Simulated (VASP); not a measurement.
# SiO2 (P4_32_12) in VASP: notebook, part 2 of 2

VASP 6.6.1. Earlier steps stand in the parts before.

## (4) Single point, r2SCAN+rVV10

This run uses another cell than the first one, of 13.46 Å³/atom.

File POSCAR:

```
SiO2
1.0
    4.8951196337      0.0000000000      0.0000000000
    0.0000000000      4.8951196337      0.0000000000
    0.0000000000      0.0000000000      6.7412437371
Si O
4 8
Direct
    0.8120556150      0.8120556150      0.5000000000
    0.6879443850      0.3120556150      0.2500000000
    0.3120556150      0.6879443850      0.7500000000
    0.1879443850      0.1879443850      0.0000000000
    0.7659040007      0.1280165520      0.4406159389
    0.8719834480      0.2340959993      0.0593840611
    0.1280165520      0.7659040007      0.5593840611
    0.2659040007      0.3719834480      0.8093840611
    0.2340959993      0.8719834480      0.9406159389
    0.7340959993      0.6280165520      0.3093840611
    0.3719834480      0.2659040007      0.1906159389
    0.6280165520      0.7340959993      0.6906159389
```

File INCAR.step1:

```
PREC     = Accurate       # precision mode
ENCUT    = 520            # plane-wave cutoff, eV
ISMEAR   = -1             # smearing method
SIGMA    = 0.05           # smearing width, eV
LREAL    = F              # projectors in reciprocal space
LASPH    = T              # aspherical terms in the spheres
NELM     = 60             # most SCF steps
NBANDS   = 44             # bands
GGA      = PE             # functional
ALGO     = Normal         # electronic algorithm
EDIFF    = 1E-4           # SCF threshold, eV
LWAVE    = T              # write WAVECAR
LCHARG   = F              # write CHGCAR
```

File INCAR.step2:

```
PREC     = Accurate       # precision mode
ENCUT    = 520            # plane-wave cutoff, eV
EDIFF    = 1E-6           # SCF threshold, eV
ISMEAR   = -1             # smearing method
SIGMA    = 0.05           # smearing width, eV
LREAL    = F              # projectors in reciprocal space
LASPH    = T              # aspherical terms in the spheres
NELM     = 60             # most SCF steps
ALGO     = Normal         # electronic algorithm
ISIF     = 2              # what is computed and relaxed
LWAVE    = F              # write WAVECAR
LCHARG   = T              # write CHGCAR
METAGGA  = R2SCAN         # meta-GGA
LMIXTAU  = T            
LUSE_VDW = T            
IVDW_NL  = 2            
BPARAM   = 11.95        
CPARAM   = 0.0093       
LELF     = T              # ELF
LVHAR    = T            
NBANDS   = 44             # bands
ISTART   = 1
```

File KPOINTS:

```
regular mesh
0
Gamma
  6 6 4
```

On the command line:

```bash
$ cat potpaw_PBE.64/Si/POTCAR potpaw_PBE.64/O/POTCAR > POTCAR
$ cp INCAR.step1 INCAR
$ mpirun -np 1 vasp_std > vasp.out
$ cp INCAR.step2 INCAR
$ mpirun -np 1 vasp_std > vasp.out
```

Run time: 22 min. Hardware: 1 thread of Intel Xeon 8259CL, shared host; peak memory 0.55 GiB.

The run converged. Its results:

| Quantity | Value |
| --- | --- |
| Free energy | -117.0677 eV |
| Pressure | 0.3 GPa |
| Largest force | 0.041 eV/Å |
| Band gap on the k mesh | 6.35 eV |

Forces on the atoms (eV/Å):
```
Si   0.029  0.029  0.000
Si  -0.029  0.029  0.000
Si   0.029 -0.029  0.000
Si  -0.029 -0.029  0.000
O    0.001  0.001  0.008
O   -0.001 -0.001 -0.008
O    0.001  0.001 -0.008
O    0.001 -0.001 -0.008
O   -0.001 -0.001  0.008
O   -0.001  0.001 -0.008
O   -0.001  0.001  0.008
O    0.001 -0.001  0.008
```

Levels at points of the mesh, in eV from the valence-band top:
```csv
k point,band 30,band 31,band 32,band 33,band 34,band 35
"(0.00, 0.00, 0.00)",-0.40,-0.40,0.00,6.35,9.64,9.64
"(0.50, 0.00, 0.00)",-0.69,-0.52,-0.52,8.55,8.55,10.00
"(0.50, 0.50, 0.00)",-0.59,-0.51,-0.51,9.48,9.48,9.64
"(0.00, 0.00, 0.50)",-0.62,-0.39,-0.39,7.74,7.74,10.17
"(0.50, 0.00, 0.50)",-0.92,-0.21,-0.21,9.01,9.01,9.80
"(0.50, 0.50, 0.50)",-0.55,-0.55,-0.55,9.99,9.99,9.99
```

Caveat: the PAW data sets were made with another functional, which shifts forces and pressure a little. A k mesh can miss the band edges.

## (5) Relaxation of cell and atoms, PBEsol

This run uses another cell than the first one, of 14.24 Å³/atom.

File INCAR:

```
SYSTEM = SiO2
ALGO = Normal ; EDIFF = 1E-7
EDIFFG = -0.01 ; ENCUT = 600
GGA = PS ; IBRION = 2
ISIF = 3 ; ISMEAR = -1
LASPH = .True. ; LCHARG = .False.
LREAL = .False. ; LWAVE = .False.
NELM = 60 ; NSW = 60
PREC = Accurate ; SIGMA = 0.05
```

File KPOINTS:

```
k-points
0
Gamma
  6 6 4
  0 0 0
```

File POSCAR:

```
SiO2
1.0
    4.9755888200      0.0000000000      0.0000000000
    0.0000000000      4.9755888200      0.0000000000
    0.0000000000      0.0000000000      6.9008894400
Si O
4 8
Direct
    0.8032465600      0.8032465600      0.5000000000
    0.6967534400      0.3032465600      0.2500000000
    0.3032465600      0.6967534400      0.7500000000
    0.1967534400      0.1967534400      0.0000000000
    0.7617576300      0.1103870700      0.4320415600
    0.8896129300      0.2382423700      0.0679584400
    0.1103870700      0.7617576300      0.5679584400
    0.2617576300      0.3896129300      0.8179584400
    0.2382423700      0.8896129300      0.9320415600
    0.7382423700      0.6103870700      0.3179584400
    0.3896129300      0.2617576300      0.1820415600
    0.6103870700      0.7382423700      0.6820415600
```

On the command line:

```bash
$ cat potpaw_PBE.64/Si/POTCAR potpaw_PBE.64/O/POTCAR > POTCAR
$ mpirun -np 1 vasp_std > vasp.out
```

It took 29 min on 1 thread of AMD EPYC 9R45 (Zen 5), shared host; peak memory 0.36 GiB.

The run converged. Its results:

| Property | Result |
| --- | --- |
| Free energy | -98.7097 eV |
| Relaxed volume | 14.72 Å³/atom |
| Relaxed cell | a = 5.023 Å, b = 5.023 Å, c = 7.003 Å, α = 90.00°, β = 90.00°, γ = 90.00° |
| Space group after relaxing (to 0.1 Å) | P4_32_12 (No. 96) |
| Energy gained by relaxing | 2.2 meV/atom |
| Ionic steps | 36 |
| Pressure after relaxing | 0.0 GPa |
| Largest force after relaxing | 0.009 eV/Å |
| Band gap on the k mesh | 5.57 eV |

Forces on the atoms (eV/Å):
```
Si  -0.006 -0.006  0.000
Si   0.006 -0.006  0.000
Si  -0.006  0.006  0.000
Si   0.006  0.006  0.000
O    0.003  0.000 -0.005
O    0.000 -0.003  0.005
O    0.000  0.003  0.005
O    0.003  0.000  0.005
O   -0.003  0.000 -0.005
O   -0.003  0.000  0.005
O    0.000  0.003 -0.005
O    0.000 -0.003 -0.005
```

Stress tensor (GPa, compression positive):
```
-0.01  0.00  0.00
 0.00 -0.01  0.00
 0.00  0.00 -0.09
```

Step by step:
```
step  energy change (eV)  largest force (eV/Å)  pressure (GPa)  volume (Å³)
   1              0.0000                0.1759            2.71       170.84
   2              0.0242                0.2646           -3.64       176.87
   3             -0.0228                0.0245           -0.01       173.28
   4             -0.0228                0.0249            0.04       173.23
   5             -0.0230                0.0221            0.05       173.26
   6             -0.0233                0.0193            0.06       173.31
   7             -0.0233                0.0323            0.01       173.43
   8             -0.0233                0.0231            0.02       173.39
   9             -0.0234                0.0248            0.00       173.48
  10             -0.0236                0.0300           -0.08       173.72
  11             -0.0239                0.0412           -0.24       174.20
  12             -0.0239                0.0380           -0.23       174.23
  13             -0.0242                0.0307           -0.19       174.30
  14             -0.0244                0.0275           -0.13       174.44
  15             -0.0246                0.0710            0.02       174.72
  16             -0.0246                0.0541           -0.03       174.63
  17             -0.0247                0.0464            0.02       174.70
  18             -0.0250                0.0311            0.11       174.83
  19             -0.0250                0.0362            0.29       175.09
  20             -0.0250                0.0268            0.21       174.98
  21             -0.0252                0.0281            0.16       175.13
  22             -0.0254                0.0439            0.02       175.49
  23             -0.0254                0.0530           -0.04       175.64
  24             -0.0256                0.0390           -0.09       175.79
  25             -0.0258                0.0192           -0.18       176.08
  26             -0.0258                0.0211           -0.21       176.16
  27             -0.0260                0.0254           -0.15       176.19
  28             -0.0262                0.0327           -0.04       176.26
  29             -0.0262                0.0480            0.18       176.39
  30             -0.0262                0.0409            0.08       176.33
  31             -0.0264                0.0198            0.10       176.46
  32             -0.0264                0.0151            0.10       176.45
  33             -0.0264                0.0126            0.02       176.57
  34             -0.0265                0.0126           -0.06       176.69
  35             -0.0265                0.0124           -0.05       176.66
  36             -0.0265                0.0090           -0.04       176.68
```

Final structure:
```xyz
12
Lattice="5.0226 0.0000 0.0000 0.0000 5.0226 0.0000 0.0000 0.0000 7.0035" Properties=species:S:1:pos:R:3 pbc="T T T"
Si    4.0151    4.0151    3.5017
Si    3.5189    1.5037    1.7509
Si    1.5037    3.5189    5.2526
Si    1.0076    1.0076    0.0000
O     3.8206    0.5222    3.0048
O     4.5005    1.2020    0.4969
O     0.5222    3.8206    3.9986
O     1.3093    1.9891    5.7495
O     1.2020    4.5005    6.5066
O     3.7134    3.0335    2.2478
O     1.9891    1.3093    1.2540
O     3.0335    3.7134    4.7557
```

Levels at points of the mesh, in eV from the valence-band top:
| k point | band 29 | band 30 | band 31 | band 32 | band 33 | band 34 | band 35 | band 36 |
| --- | --- | --- | --- | --- | --- | --- | --- | --- |
| (0.00, 0.00, 0.00) | -0.67 | -0.28 | -0.28 | 0.00 | 5.57 | 8.63 | 8.63 | 9.00 |
| (0.50, 0.00, 0.00) | -0.64 | -0.64 | -0.48 | -0.48 | 7.57 | 7.57 | 9.09 | 9.09 |
| (0.50, 0.50, 0.00) | -0.59 | -0.59 | -0.54 | -0.54 | 8.54 | 8.54 | 8.64 | 8.64 |
| (0.00, 0.00, 0.50) | -0.52 | -0.52 | -0.39 | -0.39 | 6.80 | 6.80 | 9.22 | 9.22 |
| (0.50, 0.00, 0.50) | -0.92 | -0.92 | -0.17 | -0.17 | 7.82 | 7.82 | 8.85 | 8.85 |
| (0.50, 0.50, 0.50) | -0.63 | -0.63 | -0.63 | -0.63 | 9.05 | 9.05 | 9.05 | 9.05 |

Caveat: the PAW data sets were made with another functional, which shifts forces and pressure a little. A k mesh can miss the band edges.

## (6) Relaxation of cell and atoms, PBEsol (13.52 Å³/atom)

This run uses another cell than the first one, of 13.52 Å³/atom.

POSCAR, as its differences from that of step 5:

```diff
@@ -2,5 +2,5 @@
 1.0
-    4.9755888200      0.0000000000      0.0000000000
-    0.0000000000      4.9755888200      0.0000000000
-    0.0000000000      0.0000000000      6.9008894400
+    4.8912405112      0.0000000000      0.0000000000
+    0.0000000000      4.8912405112      0.0000000000
+    0.0000000000      0.0000000000      6.7839026120
 Si O
```

File INCAR.step1:

```
GGA = PS
ISMEAR = 0
SIGMA = 0.03
LWAVE = False
LCHARG = False
NSW = 80
PREC = Accurate
LASPH = True
LREAL = False
ALGO = Normal
EDIFF = 1E-6
NELM = 120
GGA_COMPAT = False
IBRION = 2
ISIF = 3
EDIFFG = -0.002
NELMIN = 4
ENCUT = 840
EFERMI = MIDGAP
KPAR = 8
POTIM = 0.5
```

File INCAR.step4:

```
GGA = PS
ISMEAR = 0
SIGMA = 0.03
LWAVE = False
LCHARG = False
PREC = Accurate
LASPH = True
LREAL = False
ALGO = Normal
EDIFF = 1E-6
NELM = 120
GGA_COMPAT = False
ISIF = 2
ENCUT = 840
EFERMI = MIDGAP
KPAR = 8
```

File KPOINTS:

```
Automatic mesh
0
Gamma
  6 6 4
  0 0 0
```

Potentials or basis: VASP PAW PBE potentials, release 64 (Si, O).

On the command line:

```bash
$ cat potpaw_PBE.64/Si/POTCAR potpaw_PBE.64/O/POTCAR > POTCAR
$ cp INCAR.step1 INCAR
$ cp POSCAR.step1 POSCAR
$ mpirun -np 8 vasp_std > vasp.out
$ cp CONTCAR POSCAR
$ mpirun -np 8 vasp_std > vasp.out
$ cp CONTCAR POSCAR
$ mpirun -np 8 vasp_std > vasp.out
$ cp CONTCAR POSCAR
$ cp INCAR.step4 INCAR
$ mpirun -np 8 vasp_std > vasp.out
```

Wall time 31 min (8 MPI ranks of Intel Xeon 6975P-C (Granite Rapids), shared host); peak memory 0.69 GiB.

The run converged. Its results:

| Property | Result |
| --- | --- |
| Free energy | -98.7697 eV |
| Relaxed volume | 15.06 Å³/atom |
| Relaxed cell | a = 5.058 Å, b = 5.058 Å, c = 7.063 Å, α = 90.00°, β = 90.00°, γ = 90.00° |
| Space group after relaxing (to 0.1 Å) | P4_32_12 (No. 96) |
| Energy gained by relaxing | 38.6 meV/atom |
| Ionic steps | 51 |
| Pressure after relaxing | 0.0 GPa |
| Band gap on the k mesh | 5.55 eV |

The path:
```csv
step,energy change (eV),largest force (eV/Å),pressure (GPa),volume (Å³)
1,0.0000,0.7903,13.08,162.30
3,-0.4369,0.0770,0.25,172.44
5,-0.4390,0.1278,-0.07,174.29
7,-0.4411,0.1021,0.04,174.56
9,-0.4466,0.0462,-0.15,178.02
11,-0.4488,0.0245,0.23,178.26
13,-0.4498,0.0219,0.00,178.67
15,-0.4500,0.0037,0.03,178.63
17,-0.4501,0.0110,-0.02,178.78
19,-0.4501,0.0046,0.02,178.76
21,-0.4501,0.0118,-0.02,178.92
23,-0.4502,0.0087,0.05,179.04
25,-0.4502,0.0035,0.01,179.21
27,-0.4502,0.0025,0.00,179.23
29,-0.4618,0.0023,0.08,179.23
31,-0.4619,0.0143,-0.01,179.39
33,-0.4619,0.0103,-0.02,179.51
35,-0.4620,0.0252,0.11,179.74
37,-0.4622,0.0128,0.07,180.05
39,-0.4622,0.0041,-0.01,180.20
41,-0.4623,0.0071,-0.05,180.37
43,-0.4623,0.0030,0.02,180.43
45,-0.4623,0.0028,-0.02,180.55
47,-0.4623,0.0007,0.02,180.61
49,-0.4623,0.0022,-0.01,180.70
51,-0.4630,0.0018,0.00,180.72
```

Final structure:
```xyz
12
Lattice="5.0584 0.0000 0.0000 0.0000 5.0584 0.0000 0.0000 0.0000 7.0627" Properties=species:S:1:pos:R:3 pbc="T T T"
Si    4.0223    4.0223    3.5314
Si    3.5654    1.4930    1.7657
Si    1.4930    3.5654    5.2971
Si    1.0362    1.0362    0.0000
O     3.8404    0.4833    3.0017
O     4.5751    1.2180    0.5297
O     0.4833    3.8404    4.0610
O     1.3112    2.0459    5.8267
O     1.2180    4.5751    6.5331
O     3.7472    3.0125    2.2954
O     2.0459    1.3112    1.2360
O     3.0125    3.7472    4.7674
```

Levels at points of the mesh, in eV from the valence-band top:
```
           k point  band 30  band 31  band 32  band 33  band 34  band 35
(0.00, 0.00, 0.00)    -0.25    -0.25     0.00     5.55     8.62     8.62
(0.50, 0.00, 0.00)    -0.65    -0.46    -0.46     7.53     7.53     9.08
(0.50, 0.50, 0.00)    -0.60    -0.56    -0.56     8.52     8.52     8.61
(0.00, 0.00, 0.50)    -0.50    -0.40    -0.40     6.75     6.75     9.26
(0.50, 0.00, 0.50)    -0.93    -0.16    -0.16     7.77     7.77     8.76
(0.50, 0.50, 0.50)    -0.65    -0.65    -0.65     9.04     9.04     9.04
```

Caveat: the PAW data sets were made with another functional, which shifts forces and pressure a little. A k mesh can miss the band edges.

## (7) Summary

```tsv
task	level	cell	cutoff (eV)	smearing	dipole correction	tolerance level	purpose	passes	gap on the mesh (eV)	pressure (GPa)	relaxed volume (Å³/atom)	largest force (eV/Å)
single point	RPBE+D3(BJ)	a = 4.794, b = 4.794, c = 6.522 Å, 12 atoms, atomic positions A	520	fermi-dirac 0.05 eV	no	-	-	-	5.95	-0.3	-	0.03
single point	PBE	a = 5.083, b = 5.083, c = 7.098 Å, 12 atoms, atomic positions B	520	fermi-dirac 0.05 eV	no	-	-	-	5.51	0.1	-	0.02
single point	r2SCAN+rVV10	a = 4.895, b = 4.895, c = 6.741 Å, 12 atoms, atomic positions C	520	fermi-dirac 0.05 eV	no	-	-	-	6.35	0.3	-	0.04
relaxation of cell and atoms	PBEsol	relaxed from a = 4.976, b = 4.976, c = 6.901 Å, 12 atoms, atomic positions D	600	fermi-dirac 0.05 eV	no	-	-	-	5.57	0.0	14.72	0.01
relaxation of cell and atoms	PBEsol	relaxed from a = 4.891, b = 4.891, c = 6.784 Å, 12 atoms, atomic positions D	840	gaussian 0.03 eV	-	tight	cell	3	5.55	0.0	15.06	-
```

Alike in all rows: potentials or basis VASP PAW PBE potentials, release 64 (Si, O); no spin polarisation; k mesh 6 × 6 × 4.

Caveats: the PAW data sets were made with another functional, which shifts forces and pressure a little (at least some runs).

Total energies depend on the potentials used, so only differences within one code and one set of settings carry meaning.
